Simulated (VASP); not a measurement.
Crystal: HfN.

```xyz
2
Lattice="0.0000 2.4548 2.4548 2.4548 0.0000 2.4548 2.4548 2.4548 0.0000" Properties=species:S:1:pos:R:3 pbc="T T T"
Hf    0.0000    0.0000    0.0000
N     3.6822    3.6822    3.6822
```

| Quantity | Value |
| --- | --- |
| Program | VASP 6.6.1 |
| Task | relaxation of cell and atoms |
| Functional | PBEsol |
| Potentials or basis | VASP PAW PBE potentials, release 64 (Hf_pv, N) |
| Cutoff | 600 eV |
| k mesh | 11 × 11 × 11 |
| Occupations | methfessel-paxton, width 0.1 eV |
| Spin | no spin polarisation |

At the start: pressure -6.0 GPa; volume 14.79 Å³/atom.

**Question.** Where does the relaxation end?

**Answer.** Over 3 steps the energy falls by 8.5 meV/atom and the volume is 14.35 Å³/atom (-3.0 %); space group F-43m (No. 216, to 0.05 Å).

The path:
```tsv
step	energy change (eV)	largest force (eV/Å)	pressure (GPa)	volume (Å³)
1	0.0000	0.0000	-5.96	29.59
2	0.0315	0.0000	11.54	27.29
3	-0.0170	0.0000	-0.09	28.71
```

Final structure:
```xyz
2
Lattice="0.0000 2.4303 2.4303 2.4303 0.0000 2.4303 2.4303 2.4303 0.0000" Properties=species:S:1:pos:R:3 pbc="T T T"
Hf    0.0000    0.0000    0.0000
N     3.6455    3.6455    3.6455
```

Caveat: the PAW data sets were made with another functional, which shifts forces and pressure a little.
